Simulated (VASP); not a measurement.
Cd, 2 atoms in the cell. Symmetry: P6_3/mmc, No. 194, hexagonal system. Conventional cell: a = 2.904 Å, b = 2.904 Å, c = 5.899 Å, α = 90.00°, β = 90.00°, γ = 120.00°. Cd (site symmetry -6m2) has 12 Cd at 2.90 to 3.39 Å within 3.8 Å.  This cell differs from its parent crystal: strain -0.025 along x and y, +0.050 along z.

| Quantity | Value |
| --- | --- |
| Program | VASP 6.6.1 |
| Task | single point |
| Functional | PBEsol |
| Potentials or basis | VASP PAW PBE potentials, release 64 (Cd) |
| Cutoff | 520 eV |
| k mesh | 18 × 18 × 8 |
| Occupations | gaussian, width 0.15 eV |
| Spin | no spin polarisation |
| Dipole correction | no |
| Further INCAR settings | ALGO = Fast; EDIFF = 1e-06; NBANDS = 19 |

Potentials or basis: VASP PAW PBE potentials, release 64 (Cd).

Run with:

```sh
$ cat potpaw_PBE.64/Cd/POTCAR > POTCAR
$ mpirun -np 1 vasp_std > vasp.out
```

Hardware: 1 thread of Intel Xeon 8259CL, on a shared host.

Q: How long does it take, and how much memory?

A: It took 2.3 min on 1 thread of Intel Xeon 8259CL (shared host), peak memory 0.26 GiB. Counts: scf iterations 12, k points 185.
